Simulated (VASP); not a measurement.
Write the native input for VASP 6.6.1 that does the following.

| Quantity | Value |
| --- | --- |
| Task | single point |
| Functional | PBE |
| Potentials or basis | VASP PAW PBE potentials, release 64 (Al, N) |
| Cutoff | 600 eV |
| k mesh | 8 × 8 × 10 |
| Occupations | gaussian, width 0.02 eV |
| Spin | no spin polarisation |
| Dipole correction | no |
| Further INCAR settings | ALGO = Normal; EDIFF = 1e-06; NBANDS = 16; ISYM = 0 |

The structure of AlN lies in POSCAR:

```
AlN
1.0
    1.9996650917     -4.5139245760      0.0275350596
    1.9996650917      4.5139245760      0.0275350596
   -0.1040657858      0.0000000000      2.8378295648
Al N
2 2
Direct
    0.0871744400      0.9128255600      0.5000000000
    0.8022661338      0.1977338662      0.5000000000
    0.4759455342      0.1309263883      0.0025777899
    0.8690736117      0.5240544658      0.9974222101
```

The input as run:

INCAR

```
SYSTEM = AlN
  ALGO = Normal
  EDIFF = 1E-6
  ENCUT = 600
  GGA = PE
  GGA_COMPAT = .False.
  ISIF = 2
  ISMEAR = 0
  ISYM = 0
  LASPH = .True.
  LCHARG = .True.
  LELF = .True.
  LREAL = .False.
  LVHAR = .True.
  LWAVE = .False.
  NBANDS = 16
  NELM = 120
  PREC = Accurate
  SIGMA = 0.02
```

KPOINTS

```
k-points
0
Gamma
  8 8 10
  0 0 0
```

Potentials or basis: VASP PAW PBE potentials, release 64 (Al, N).

Run with:

```bash
$ cat potpaw_PBE.64/Al/POTCAR potpaw_PBE.64/N/POTCAR > POTCAR
$ mpirun -np 1 vasp_std > vasp.out
```

It gave:

```json
{"Pressure": "-0.3 GPa", "Largest force": "0.032 eV/Å", "Band gap on the k mesh": "1.07 eV (least direct gap 1.66 eV)"}
```

It took 9.6 min on 1 thread of Oxide Virtual Turin-like Processor, on a shared host, peak memory 0.35 GiB.
